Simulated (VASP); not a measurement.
Input of a VASP 6.6.1 run:

Contents of INCAR:

```
SYSTEM = AgI
PREC = Accurate
ENCUT = 500
EDIFF = 1E-6
ISMEAR = -1
SIGMA = 0.02
LREAL = .FALSE.
LASPH = .TRUE.
NELM = 120
ALGO = Normal
ISIF = 2
LWAVE = .FALSE.
LCHARG = .FALSE.
GGA = PE
NBANDS = 26
GGA_COMPAT = .FALSE.
```

File KPOINTS:

```
regular mesh
0
G
  6 6 4
  0 0 0
```

The input POSCAR:

```
AgI
1.0
    4.6508717568      0.0000000000      0.0000000000
   -2.3254358784      4.0277730911      0.0000000000
    0.0000000000      0.0000000000      7.5992967090
Ag I
2 2
Direct
    0.3333333333      0.6666666667      0.0000048562
    0.6666666667      0.3333333333      0.5000048562
    0.3333333333      0.6666666667      0.3749951438
    0.6666666667      0.3333333333      0.8749951438
```

Potentials or basis: VASP PAW PBE potentials, release 64 (Ag, I).

Command:

```console
$ cat potpaw_PBE.64/Ag/POTCAR potpaw_PBE.64/I/POTCAR > POTCAR
$ mpirun -np 1 vasp_std > vasp.out
```

Q: Predict the pressure.

A: 0.6 GPa.

Q: What does it give for the band gap on the k mesh?

A: 1.37 eV.

Caveat: spin-orbit coupling is left out, which moves the levels of the heavy elements.
